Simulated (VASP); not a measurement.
# GaN in VASP: further runs

The runs below take GaN through single point, relaxation of the atoms, with PBEsol.

Everything below comes from runs of VASP 6.6.1. Logs are shortened: lines on timing, memory, paths and dates and some standing lists are left out, and cuts for length are marked.

### 1 The cell of the first run

The typed cell holds 2 atoms: a = 3.187 Å, b = 3.187 Å, c = 3.187 Å, α = 60.00°, β = 60.00°, γ = 60.00°.

### 2 Single point, PBEsol

Contents of INCAR:

```
SYSTEM = GaN
ALGO = Normal
EDIFF = 1E-6
ENCUT = 600
GGA = PS
GGA_COMPAT = .FALSE.
ISIF = 2
ISMEAR = 0
LASPH = .TRUE.
LCHARG = .TRUE.
LELF = .TRUE.
LREAL = .FALSE.
LVHAR = .TRUE.
LWAVE = .FALSE.
NBANDS = 16
NELM = 120
PREC = Accurate
SIGMA = 0.01
```

Contents of KPOINTS:

```
k-points
0
G
  5 5 5
  0 0 0
```

Contents of POSCAR:

```
GaN
1.0
    0.0000000000      2.2535006100      2.2535006100
    2.2535006100      0.0000000000      2.2535006100
    2.2535006100      2.2535006100      0.0000000000
Ga N
1 1
Direct
   -0.0193161682     -0.0100171378      0.0238435650
    0.7306938832      0.7398066814      0.7738911097
```

Potentials or basis: VASP PAW PBE potentials, release 64 (Ga_d, N).

Started as:

```bash
$ cat potpaw_PBE.64/Ga_d/POTCAR potpaw_PBE.64/N/POTCAR > POTCAR
$ mpirun -np 1 vasp_std > vasp.out
```

OUTCAR:

```text
SYSTEM = GaN
   EDIFF = 1E-6
   ENCUT = 600
   GGA = PS
   ISIF = 2
   ISMEAR = 0
   LASPH = .TRUE.
   LREAL = .FALSE.
   NELM = 120
   PREC = Accurate

 ion  position               nearest neighbor table
   1  0.981  0.990  0.024-   2 1.95   2 1.95   2 1.95   2 1.95
   2  0.731  0.740  0.774-   1 1.95   1 1.95   1 1.95   1 1.95

  LATTYP: Found a face centered cubic cell.
 ALAT       =     4.5070012200

  Lattice vectors:

 A1 = (   0.0000000000,   2.2535006100,   2.2535006100)
 A2 = (   2.2535006100,   0.0000000000,   2.2535006100)
 A3 = (   2.2535006100,   2.2535006100,   0.0000000000)

Analysis of symmetry for initial positions (statically):
=====================================================================
 Subroutine PRICEL returns:
 Original cell was already a primitive cell.

 Routine SETGRP: Setting up the symmetry group for a
 face centered cubic supercell.

 Subroutine GETGRP returns: Found  1 space group operations
 (whereof  1 operations were pure point group operations)
 out of a pool of 48 trial point group operations.

The static configuration has the point symmetry C_1 .

Analysis of symmetry for dynamics (positions and initial velocities):
=====================================================================
 Subroutine PRICEL returns:
 Original cell was already a primitive cell.

 Routine SETGRP: Setting up the symmetry group for a
 face centered cubic supercell.

 Subroutine GETGRP returns: Found  1 space group operations
 (whereof  1 operations were pure point group operations)
 out of a pool of 48 trial point group operations.

The dynamic configuration has the point symmetry C_1 .

 Subroutine INISYM returns: Found  1 space group operations
 (whereof  1 operations are pure point group operations),
 and found     1 'primitive' translations

----------------------------------------------------------------------------------------

                                     Primitive cell

  volume of cell :      22.8877

  direct lattice vectors                    reciprocal lattice vectors
     0.000000000  2.253500610  2.253500610    -0.221877020  0.221877020  0.221877020
     2.253500610  0.000000000  2.253500610     0.221877020 -0.221877020  0.221877020
     2.253500610  2.253500610  0.000000000     0.221877020  0.221877020 -0.221877020

  length of vectors
     3.186931125  3.186931125  3.186931125     0.384302272  0.384302272  0.384302272

  position of ions in fractional coordinates (direct lattice)
     0.980683832  0.989982862  0.023843565
     0.730693883  0.739806681  0.773891110

  ion indices of the primitive-cell ions
   primitive index   ion index
                 1           1
                 2           2

----------------------------------------------------------------------------------------

 KPOINTS: k-points

Automatic generation of k-mesh.
 Grid dimensions read from file:
 generate k-points for:    5    5    5

 Generating k-lattice:

  Cartesian coordinates                     Fractional coordinates (reciprocal lattice)
    -0.044375404  0.044375404  0.044375404     0.200000000  0.000000000  0.000000000
     0.044375404 -0.044375404  0.044375404     0.000000000  0.200000000  0.000000000
     0.044375404  0.044375404 -0.044375404     0.000000000  0.000000000  0.200000000

  Length of vectors
     0.076860454  0.076860454  0.076860454

  Shift w.r.t. Gamma in fractional coordinates (k-lattice)
     0.000000000  0.000000000  0.000000000

 Subroutine IBZKPT returns following result:
 ===========================================

 Found     63 irreducible k-points:

 Following reciprocal coordinates:
            Coordinates               Weight
  0.000000  0.000000  0.000000      1.000000
  0.200000  0.000000  0.000000      2.000000
  0.000000  0.200000  0.000000      2.000000
  0.000000  0.000000  0.200000      2.000000
  0.200000  0.200000  0.200000      2.000000
  0.400000  0.000000  0.000000      2.000000
[... 16 lines left out ...]
  0.200000  0.400000  0.400000      2.000000
  0.400000  0.000000  0.200000      2.000000
 [... further k-points ...]
   k-points           NKPTS =     63   k-points in BZ     NKDIM =     63   number of bands    NBANDS=     16
   number of dos      NEDOS =    301   number of ions     NIONS =      2
   total plane-waves  NPLWV =  21952
   dimension x,y,z NGX =    28 NGY =   28 NGZ =   28
   dimension x,y,z NGXF=    56 NGYF=   56 NGZF=   56
   ions per type =               1   1
   NGX,Y,Z   is equivalent  to a cutoff of  14.61, 14.61, 14.61 a.u.
   NGXF,Y,Z  is equivalent  to a cutoff of  29.21, 29.21, 29.21 a.u.
 SYSTEM =  GaN
   PREC   = accura    normal or accurate (medium, high low for compatibility)
   ISTART =      0    job   : 0-new  1-cont  2-samecut
   ICHARG =      2    charge: 1-file 2-atom 10-const
   ISPIN  =      1    spin polarized calculation?
   LNONCOLLINEAR =      F non collinear calculations
   LSORBIT =      F    spin-orbit coupling
   LASPH  =      T    aspherical Exc in radial PAW
   ENCUT  =  600.0 eV  44.10 Ry    6.64 a.u.   6.37  6.37  6.37*2*pi/ulx,y,z
   NELM   =    120;   NELMIN=  2; NELMDL= -5     # of ELM steps
   EDIFF  = 0.1E-05   stopping-criterion for ELM
   LREAL  =      F    real-space projection
   EDIFFG = 0.1E-04   stopping-criterion for IOM
   NSW    =      0    number of steps for IOM
   IBRION =     -1    ionic relax: 0-MD 1-quasi-New 2-CG
   NFREE  =      0    steps in history (QN), initial steepest desc. (CG)
   ISIF   =      2    stress and relaxation
   ISYM   =      2    0-nonsym 1-usesym 2-fastsym
   POTIM  = 0.5000    time-step for ionic-motion
   TEBEG  =    0.0;   TEEND  =   0.0 temperature during run
   PSTRESS=    0.0 pullay stress
   NELECT =      18.0000    total number of electrons
   NUPDOWN=      -1.0000    fix difference up-down
   EMIN   =  10.00;   EMAX   =-10.00  energy-range for DOS
   EFERMI =   0.00;   METHOD = LEGACY
   ISMEAR =     0;   SIGMA  =   0.01  broadening in eV -4-tet -1-fermi 0-gaus
   EFERMI_NEDOS =   21; number of points for ismear=-14 and -15
   IALGO  =     38    algorithm
   IMIX   =      4    mixing-type and parameters
     AMIX     =   0.40;   BMIX     =  1.00
     AMIX_MAG =   1.60;   BMIX_MAG =  1.00
  volume/ion in A,a.u.               =      11.44        77.23
  Fermi-wavevector in a.u.,A,eV,Ry     =   1.511117  2.855596 31.068543  2.283473
  Thomas-Fermi vector in A             =   2.621216
   LORBIT       =      0    0 simple, 1 ext, 2 COOP (PROOUT), +10 PAW based schemes
   GGA     = PS    functional components
   LHFCALC =     F    Hartree Fock is set to
   AEXX    =    0.0000 exact exchange contribution
   IVDW    =     0    specifies the selected vdW correction
   LEPSILON=     F    determine dielectric tensor
   LRPA    =     F    only Hartree local field effects (RPA)
 non-spin polarized calculation
 Gauss-broadening in eV      SIGMA  =   0.01
  energy-cutoff  :      600.00
  volume of cell :       22.89
 maximum number of plane-waves:       785
 NGX is ok and might be reduce to    28
   NGX = 13   NGY = 13   NGZ = 13

 number of electron      17.9999999 magnetization

 Free energy of the ion-electron system (eV)
  ---------------------------------------------------
  ext. energy  EPLUGINS =         0.00000000
  ---------------------------------------------------
  free energy    TOTEN  =       -13.10690038 eV

  energy without entropy =      -13.10690038  energy(sigma->0) =      -13.10690038

 E-fermi :   5.2101     XC(G=0): -11.8991

 val. band max:        5.1654384061   @ k =   0.0000   0.0000   0.0000
 cond. band min:       6.8405475372   @ k =   0.0000   0.0000   0.0000
 fundamental gap:      1.6751091311
 Fermi energy:         5.2101433816

 k-point     1 :       0.0000    0.0000    0.0000
  band No.  band energies     occupation
      1     -10.7722      2.00000
      2      -8.2540      2.00000
      3      -8.2538      2.00000
      4      -8.2537      2.00000
      5      -7.9294      2.00000
      6      -7.9294      2.00000
[... 8 lines left out ...]
     15      23.8414      0.00000
     16      23.8433      0.00000

 k-point     2 :       0.2000    0.0000    0.0000
  band No.  band energies     occupation
      1     -10.3740      2.00000
      2      -8.2082      2.00000
      3      -8.2080      2.00000
      4      -8.0568      2.00000
      5      -7.9296      2.00000
      6      -7.9296      2.00000
[... 8 lines left out ...]
     15      21.8039      0.00000
     16      21.8045      0.00000

 k-point     3 :       0.0000    0.2000    0.0000
  band No.  band energies     occupation
      1     -10.3739      2.00000
      2      -8.2080      2.00000
      3      -8.2079      2.00000
      4      -8.0571      2.00000
      5      -7.9296      2.00000
      6      -7.9296      2.00000
[... 8 lines left out ...]
     15      21.8031      0.00000
     16      21.8033      0.00000

 k-point     4 :       0.0000    0.0000    0.2000
  band No.  band energies     occupation
      1     -10.3740      2.00000
      2      -8.2082      2.00000
      3      -8.2080      2.00000
      4      -8.0568      2.00000
      5      -7.9296      2.00000
      6      -7.9296      2.00000
[... 8 lines left out ...]
     15      21.8041      0.00000
     16      21.8047      0.00000
[... 324 lines left out ...]
 k-point    22 :      -0.2000    0.2000   -0.2000
  band No.  band energies     occupation
      1      -9.8418      2.00000
      2      -8.1411      2.00000
      3      -8.0914      2.00000
      4      -8.0148      2.00000
      5      -7.8767      2.00000
      6      -7.1604      2.00000
[... 8 lines left out ...]
     15      25.2761      0.00000
     16      25.9408      0.00000

 k-point    23 :       0.2000    0.4000    0.4000
  band No.  band energies     occupation
      1      -9.8420      2.00000
      2      -8.1412      2.00000
      3      -8.0915      2.00000
      4      -8.0148      2.00000
      5      -7.8768      2.00000
      6      -7.1603      2.00000
[... 8 lines left out ...]
     15      25.2745      0.00000
     16      25.9432      0.00000

 k-point    24 :       0.4000    0.0000    0.2000
  band No.  band energies     occupation
      1      -9.8419      2.00000
      2      -8.1412      2.00000
      3      -8.0915      2.00000
      4      -8.0148      2.00000
      5      -7.8768      2.00000
      6      -7.1604      2.00000
[... 8 lines left out ...]
     15      25.2751      0.00000
     16      25.9423      0.00000

 [... further k-points ...]
[... 5 lines left out ...]
  --------------------------------------------------------------------------------------
  -------------------------------------------------------------------------------------
  Total       -0.2233962     -0.2234072     -0.2234560     -0.0028800     -0.0023164      0.0010749
  in kB      -15.6380798    -15.6388471    -15.6422605     -0.2016053     -0.1621529      0.0752415
  external PRESSURE =     -15.6397291 kB  Pullay stress =       0.0000000 kB

 VOLUME and BASIS-vectors are now :
 -----------------------------------------------------------------------------
  energy-cutoff  :      600.00
  volume of cell :       22.89
      direct lattice vectors                 reciprocal lattice vectors
     0.000000000  2.253500610  2.253500610    -0.221877020  0.221877020  0.221877020
     2.253500610  0.000000000  2.253500610     0.221877020 -0.221877020  0.221877020
     2.253500610  2.253500610  0.000000000     0.221877020  0.221877020 -0.221877020

 POSITION                                       TOTAL-FORCE (eV/Angst)
 -----------------------------------------------------------------------------------
      2.28466      2.26370      4.44090        -0.003535      0.001625     -0.004401
      3.41112      3.39058      3.31377         0.003535     -0.001625      0.004401
 -----------------------------------------------------------------------------------
    total drift:                               -0.000180      0.000199      0.000283

  FREE ENERGIE OF THE ION-ELECTRON SYSTEM (eV)
  ---------------------------------------------------
  free  energy   TOTEN  =       -13.1069003757 eV

  energy  without entropy=      -13.1069003757  energy(sigma->0) =      -13.10690038
```

Run time: 54 s. Hardware: 1 thread of Intel Xeon Platinum 8375C at 2.90GHz (Ice Lake), shared host; peak memory 0.16 GiB.

Results:

- Free energy: -13.1069 eV
- Pressure: -1.6 GPa
- Largest force: 0.006 eV/Å
- Band gap on the k mesh: 1.68 eV

Forces in eV/Å, atoms in the order of the input:
```
Ga  -0.004  0.002 -0.004
N    0.004 -0.002  0.004
```

Levels at points of the mesh, in eV from the valence-band top:
```
           k point  band 5  band 6  band 7  band 8  band 9  band 10  band 11  band 12  band 13  band 14
(0.00, 0.00, 0.00)  -13.09  -13.09    0.00    0.00    0.00     1.68    10.19    10.19    10.19    17.37
```

Caveat: the k points lie up to 0.48 Å⁻¹ apart; the PAW data sets were made with another functional, which shifts forces and pressure a little.

### 3 Relaxation of the atoms, PBEsol

Contents of INCAR:

```
PREC = Accurate ; ENCUT = 520
EDIFF = 1E-7 ; ISMEAR = 0
SIGMA = 0.01 ; LREAL = False
LASPH = True ; NELM = 120
ALGO = Normal ; ISIF = 2
LWAVE = False ; LCHARG = False
GGA = PS ; IBRION = 2
NSW = 80 ; EDIFFG = -0.02
GGA_COMPAT = False ; NELMIN = 4
```

Contents of KPOINTS:

```
regular mesh
0
Gamma
  5 5 5
```

Contents of POSCAR:

```
GaN
1.0
    0.0000000000      2.2535006100      2.2535006100
    2.2535006100      0.0000000000      2.2535006100
    2.2535006100      2.2535006100      0.0000000000
Ga N
1 1
Direct
    0.0000000000      0.0000000000      0.0000000000
    0.7499999989      0.7499999989      0.7499999989
```

Potentials or basis: VASP PAW PBE potentials, release 64 (Ga_d, N).

Started as:

```bash
$ cat potpaw_PBE.64/Ga_d/POTCAR potpaw_PBE.64/N/POTCAR > POTCAR
$ mpirun -np 1 vasp_std > vasp.out
```

OUTCAR:

```text
PREC = Accurate
   ENCUT = 520
   EDIFF = 1E-7
   ISMEAR = 0
   LREAL = False
   LASPH = True
   NELM = 120
   ISIF = 2
   GGA = PS
   IBRION = 2
   NSW = 80
   EDIFFG = -0.02
   NELMIN = 4

 ion  position               nearest neighbor table
   1  0.000  0.000  0.000-   2 1.95   2 1.95   2 1.95   2 1.95
   2  0.750  0.750  0.750-   1 1.95   1 1.95   1 1.95   1 1.95

  LATTYP: Found a face centered cubic cell.
 ALAT       =     4.5070012200

  Lattice vectors:

 A1 = (   0.0000000000,   2.2535006100,   2.2535006100)
 A2 = (   2.2535006100,   0.0000000000,   2.2535006100)
 A3 = (   2.2535006100,   2.2535006100,   0.0000000000)

Analysis of symmetry for initial positions (statically):
=====================================================================
 Subroutine PRICEL returns:
 Original cell was already a primitive cell.

 Routine SETGRP: Setting up the symmetry group for a
 face centered cubic supercell.

 Subroutine GETGRP returns: Found 24 space group operations
 (whereof 24 operations were pure point group operations)
 out of a pool of 48 trial point group operations.
[... 161 lines left out ...]
      4      -8.2533      2.00000
      5      -7.9289      2.00000
      6      -7.9289      2.00000
      7       5.1646      2.00000
      8       5.1646      2.00000
      9       5.1646      2.00000
     10       6.8405      0.00000
     11      15.3538      0.00000
     12      15.3538      0.00000
     13      15.3538      0.00000
[... 130 lines left out ...]
  band No.  band energies     occupation
      1      -9.6857      2.00000
      2      -8.1134      2.00000
      3      -8.0788      2.00000
      4      -7.9528      2.00000
      5      -7.9009      2.00000
      6      -6.2565      2.00000
      7      -0.5983      2.00000
      8       1.3818      2.00000
      9       2.5063      2.00000
     10      11.1655      0.00000
     11      13.0409      0.00000
     12      14.7207      0.00000
     13      17.2021      0.00000

------------------------ aborting loop because EDIFF is reached ----------------------------------------

  FORCE on cell =-STRESS in cart. coord.  units (eV):
  Direction    XX          YY          ZZ          XY          YZ          ZX
  --------------------------------------------------------------------------------------
  -------------------------------------------------------------------------------------
  Total       -0.1990356     -0.1990356     -0.1990356      0.0000000      0.0000000      0.0000000
  in kB      -13.9327991    -13.9327991    -13.9327991      0.0000000      0.0000000      0.0000000
  external PRESSURE =     -13.9327991 kB  Pullay stress =       0.0000000 kB

 VOLUME and BASIS-vectors are now :
 -----------------------------------------------------------------------------
  energy-cutoff  :      520.00
  volume of cell :       22.89
      direct lattice vectors                 reciprocal lattice vectors
     0.000000000  2.253500610  2.253500610    -0.221877020  0.221877020  0.221877020
     2.253500610  0.000000000  2.253500610     0.221877020 -0.221877020  0.221877020
     2.253500610  2.253500610  0.000000000     0.221877020  0.221877020 -0.221877020

 POSITION                                       TOTAL-FORCE (eV/Angst)
 -----------------------------------------------------------------------------------
      0.00000      0.00000      0.00000        -0.000000     -0.000000      0.000000
      3.38025      3.38025      3.38025         0.000000      0.000000     -0.000000
 -----------------------------------------------------------------------------------
    total drift:                                0.000001      0.000001      0.000001

  FREE ENERGIE OF THE ION-ELECTRON SYSTEM (eV)
  ---------------------------------------------------
  free  energy   TOTEN  =       -13.1051788054 eV

  energy  without entropy=      -13.1051788054  energy(sigma->0) =      -13.10517881

 reached required accuracy - stopping structural energy minimisation
```

OSZICAR:

```text
N       E                     dE             d eps       ncg     rms          rms(c)
DAV:   1     0.929309651789E+02    0.92931E+02   -0.97069E+03   276   0.243E+03
DAV:   2    -0.703733328873E+01   -0.99968E+02   -0.91700E+02   285   0.371E+02
DAV:   3    -0.147663604055E+02   -0.77290E+01   -0.76852E+01   295   0.923E+01
DAV:   4    -0.149222404155E+02   -0.15588E+00   -0.15577E+00   315   0.136E+01
DAV:   5    -0.149242538818E+02   -0.20135E-02   -0.20135E-02   285   0.149E+00    0.721E+00
DAV:   6    -0.131333697688E+02    0.17909E+01   -0.52530E+00   400   0.483E+01    0.264E+00
DAV:   7    -0.131247517083E+02    0.86181E-02   -0.30214E-01   260   0.702E+00    0.171E+00
DAV:   8    -0.131090475100E+02    0.15704E-01   -0.62283E-02   310   0.353E+00    0.695E-01
DAV:   9    -0.131050875724E+02    0.39599E-02   -0.17424E-02   395   0.318E+00    0.166E-01
DAV:  10    -0.131052181502E+02   -0.13058E-03   -0.15277E-03   297   0.647E-01    0.705E-02
DAV:  11    -0.131051765529E+02    0.41597E-04   -0.19970E-04   390   0.271E-01    0.101E-02
DAV:  12    -0.131051790082E+02   -0.24553E-05   -0.17100E-05   285   0.521E-02    0.410E-03
DAV:  13    -0.131051788639E+02    0.14433E-06   -0.57696E-07   335   0.784E-03    0.180E-03
DAV:  14    -0.131051788054E+02    0.58517E-07   -0.72649E-08   145   0.257E-03
   1 F= -.13105179E+02 E0= -.13105179E+02  d E =-.131052E+02
```

It took 6.6 s on 1 thread of Intel Xeon Platinum 8375C at 2.90GHz (Ice Lake), shared host; peak memory 0.13 GiB.

What came out:

* Free energy: -13.1052 eV
* Pressure after relaxing: -1.4 GPa
* Band gap on the k mesh: 1.68 eV

Final structure:
```yaml
crystal:
  lattice:
    - [0.00000, 2.25350, 2.25350]
    - [2.25350, 0.00000, 2.25350]
    - [2.25350, 2.25350, 0.00000]
  atoms:
    - { symbol: Ga, position: [0.00000, 0.00000, 0.00000] }
    - { symbol: N, position: [0.75000, 0.75000, 0.75000] }
```

Caveat: the k points lie up to 0.48 Å⁻¹ apart; the relaxation stopped at its first step, so nothing moved; the PAW data sets were made with another functional, which shifts forces and pressure a little.
